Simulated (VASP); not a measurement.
Here is a VASP 6.6.1 calculation.

Contents of INCAR:

```
PREC = Accurate ; ENCUT = 520
EDIFF = 1E-7 ; ISMEAR = 1
SIGMA = 0.1 ; LREAL = False
LASPH = True ; NELM = 60
ALGO = Normal ; ISIF = 2
LWAVE = False ; LCHARG = False
GGA = PS ; NBANDS = 8
```

File KPOINTS:

```
Automatic mesh
0
Gamma
  8 8 8
```

Contents of POSCAR:

```
Al
1.0
    0.0000000000      2.0248100000      2.0248100000
    2.0248100000      0.0000000000      2.0248100000
    2.0248100000      2.0248100000      0.0000000000
Al
1
Direct
    0.0000000000      0.0000000000      0.0000000000
```

Potentials or basis: VASP PAW PBE potentials, release 64 (Al).

Launch:

```sh
$ cat potpaw_PBE.64/Al/POTCAR > POTCAR
$ mpirun -np 1 vasp_std > vasp.out
```

Q: Estimate the pressure.

A: -1.9 GPa.

Caveat: the PAW data sets were made with another functional, which shifts forces and pressure a little.
